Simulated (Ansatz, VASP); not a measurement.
One calculation of CdS, two programs

```
CELL_PARAMETERS angstrom
0.00000 2.96348 2.96348
2.96348 0.00000 2.96348
2.96348 2.96348 0.00000
ATOMIC_POSITIONS crystal
Cd 0.00000 0.00000 0.00000
S 0.25000 0.25000 0.25000
```

Alike in both runs: functional PBE; k mesh 8 × 8 × 8; occupations gaussian, width 0.02 eV; no spin polarisation.

Ansatz relaxed the structure, and its values are those at the end. VASP's run is a single point on that final structure, the one shown.

```csv
,VASP,Ansatz
version,VASP 6.6.1,Ansatz 0.2.0
potentials or method,"VASP PAW PBE potentials, release 64 (Cd, S), cutoff 500 eV","scalar-relativistic, plane waves, PAW"
valence electrons in the cell,18,26
```

```tsv
	VASP	Ansatz	Ansatz less VASP
gap on the k mesh at the Fermi level (eV)	1.04	1.04	-0.003
least direct gap on the mesh (eV)	1.04	1.04	-0.003
pressure (GPa)	0.3	0.0	-0.27
```

With one functional, cell and mesh, what is left measures potentials, basis and numerics. VASP's potentials hold 18 valence electrons a cell and Ansatz's 26, so a difference there can come from the potentials and not from the codes.
